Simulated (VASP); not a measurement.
Write the native input for VASP 6.6.1 that does the following.

- Task: single point
- Functional: PBE
- Potentials or basis: VASP PAW PBE potentials, release 64 (Ba_sv, F)
- Cutoff: 520 eV
- k mesh: 6 × 6 × 6
- Occupations: gaussian, width 0.02 eV
- Spin: non-collinear spin, zero start, spin-orbit coupling
- Starting moments: [[0.0, 0.0, 0.0], [0.0, 0.0, 0.0], [0.0, 0.0, 0.0]] μB
- Dipole correction: no
- k mesh for the DOS: 9 × 9 × 9
- Occupations for the DOS: tetrahedron
- Further INCAR settings: ALGO = Normal; EDIFF = 1e-06; NBANDS = 37

BaF2:

```
CELL_PARAMETERS angstrom
0.00000 3.12300 3.12300
3.12300 0.00000 3.12300
3.12300 3.12300 0.00000
ATOMIC_POSITIONS crystal
Ba 0.00000 0.00000 0.00000
F 0.25000 0.25000 0.25000
F 0.75000 0.75000 0.75000
```

One way to write it, as run:

POSCAR

```
BaF2
1.0
    0.0000000000      3.1230009549      3.1230009549
    3.1230009549      0.0000000000      3.1230009549
    3.1230009549      3.1230009549      0.0000000000
Ba F
1 2
Direct
    0.0000000000      0.0000000000      0.0000000000
    0.2500000000      0.2500000000      0.2500000000
    0.7500000000      0.7500000000      0.7500000000
```

INCAR.step1

```
  ALGO = Normal
  EDIFF = 1E-6
  ENCUT = 520
  GGA = PE
  GGA_COMPAT = False
  ISIF = 2
  ISMEAR = 0
  LASPH = True
  LCHARG = True
  LORBIT = 11
  LORBMOM = True
  LREAL = False
  LSORBIT = True
  LWAVE = False
  MAGMOM = 0 0 0 0 0 0 0 0 0
  NBANDS = 37
  NEDOS = 2001
  NELM = 200
  PREC = Accurate
  SIGMA = 0.02
```

KPOINTS.step1

```
k-points
0
Gamma
  6 6 6
```

INCAR.step2

```
  ALGO = Normal
  EDIFF = 1E-6
  ENCUT = 520
  GGA = PE
  GGA_COMPAT = False
  ICHARG = 11
  ISIF = 2
  ISMEAR = -5
  LASPH = True
  LCHARG = False
  LORBIT = 11
  LORBMOM = True
  LREAL = False
  LSORBIT = True
  LWAVE = False
  MAGMOM = 0 0 0 0 0 0 0 0 0
  NBANDS = 37
  NEDOS = 1001
  NELM = 200
  PREC = Accurate
  SIGMA = 0.02
```

KPOINTS.step2

```
k-points
0
Gamma
  9 9 9
```

Potentials or basis: VASP PAW PBE potentials, release 64 (Ba_sv, F).

Command:

```sh
$ cat potpaw_PBE.64/Ba_sv/POTCAR potpaw_PBE.64/F/POTCAR > POTCAR
$ cp INCAR.step1 INCAR
$ cp KPOINTS.step1 KPOINTS
$ mpirun -np 1 vasp_ncl > vasp.out
$ cp INCAR.step2 INCAR
$ cp KPOINTS.step2 KPOINTS
$ mpirun -np 1 vasp_ncl > vasp.out
```

Results of the run:

```yaml
Net_moment: 0.00 μB per cell
Valence_electrons_inside_the_program's_atomic_spheres: Ba 7.86; F 6.09
```

Run time: 3.3 min on 1 thread of Intel(R) Xeon(R) Platinum 8124M CPU @ 3.00GHz (Skylake/Cascade Lake), on a shared host, peak memory 0.42 GiB.
